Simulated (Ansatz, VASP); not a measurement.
**Two plane-wave programs on GaAs**

```
As Ga
1.0
     0.00000    2.84557    2.84557
     2.84557    0.00000    2.84557
     2.84557    2.84557    0.00000
As Ga
1 1
Direct
  0.75000 0.75000 0.75000
  0.00000 0.00000 0.00000
```

Alike in both runs: task single point; functional BHLYP; k mesh 4 × 4 × 4; occupations fermi-dirac, width 0.05 eV; no spin polarisation.

|  | VASP | Ansatz |
| --- | --- | --- |
| version | VASP 6.6.1 | Ansatz 0.2.0 |
| potentials or method | VASP PAW PBE potentials, release 64 (As, Ga_d) | Ansatz PAW |
| plane-wave cutoff (eV) | 520 | 420 |
| valence electrons in the cell | 18 | 28 |

```tsv
	VASP	Ansatz	Ansatz less VASP
gap on the k mesh at the Fermi level (eV)	3.66	3.53	-0.125
least direct gap on the mesh (eV)	3.66	3.53	-0.125
pressure (GPa)	0.3	0.7	+0.46
```

VASP's potentials were made for PBE, not for BHLYP. VASP's potentials hold 18 valence electrons a cell and Ansatz's 28, so a difference there can come from the potentials and not from the codes.

The k mesh is coarse, so the values compare programs but aren't converged.
